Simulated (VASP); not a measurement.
Write the native input for VASP 6.6.1 that does the following.

| Quantity | Value |
| --- | --- |
| Task | single point |
| Functional | r2SCAN |
| Potentials or basis | VASP PAW PBE potentials, release 64 (Mg, O) |
| Cutoff | 520 eV |
| k mesh | 8 × 8 × 8 |
| Occupations | gaussian, width 0.01 eV |
| Spin | no spin polarisation |
| Dipole correction | no |
| Further INCAR settings | ALGO = Normal; EDIFF = 1e-06; NBANDS = 11 |

The system is MgO.

```
Mg O
1.0
     0.00000    2.32676    2.32676
     2.32676    0.00000    2.32676
     2.32676    2.32676    0.00000
Mg O
1 1
Direct
  0.00000 0.00000 0.00000
  0.25000 0.25000 0.25000
```

This cell differs from its parent crystal: volume changed by +6%.

The input as run:

POSCAR

```
MgO
1.0
    0.0000000000      2.3267622335      2.3267622335
    2.3267622335      0.0000000000      2.3267622335
    2.3267622335      2.3267622335      0.0000000000
Mg O
1 1
Direct
    0.0000000000      0.0000000000      0.0000000000
    0.2500000000      0.2500000000      0.2500000000
```

INCAR.step1

```
PREC = Accurate
ENCUT = 520
ISMEAR = 0
SIGMA = 0.01
LREAL = F
LASPH = T
NELM = 100
NBANDS = 11
GGA = PE
ALGO = Normal
EDIFF = 1E-4
LWAVE = T
LCHARG = F
```

INCAR.step2

```
PREC = Accurate
ENCUT = 520
EDIFF = 1E-6
ISMEAR = 0
SIGMA = 0.01
LREAL = F
LASPH = T
NELM = 100
ALGO = Normal
ISIF = 2
LWAVE = F
LCHARG = F
METAGGA = R2SCAN
LMIXTAU = T
NBANDS = 11
ISTART = 1
```

KPOINTS

```
regular mesh
0
Gamma
  8 8 8
```

Potentials or basis: VASP PAW PBE potentials, release 64 (Mg, O).

The run is started by

```sh
$ cat potpaw_PBE.64/Mg/POTCAR potpaw_PBE.64/O/POTCAR > POTCAR
$ cp INCAR.step1 INCAR
$ mpirun -np 1 vasp_std > vasp.out
$ cp INCAR.step2 INCAR
$ mpirun -np 1 vasp_std > vasp.out
```

It gave:

```
Pressure               : -7.1 GPa
Band gap on the k mesh : 3.98 eV, direct
```

Caveat: the PAW data sets were made with another functional, which shifts forces and pressure a little.

It took 11 s on 1 thread of Intel(R) Xeon(R) 6975P-C (Granite Rapids) (shared host), peak memory 0.14 GiB.
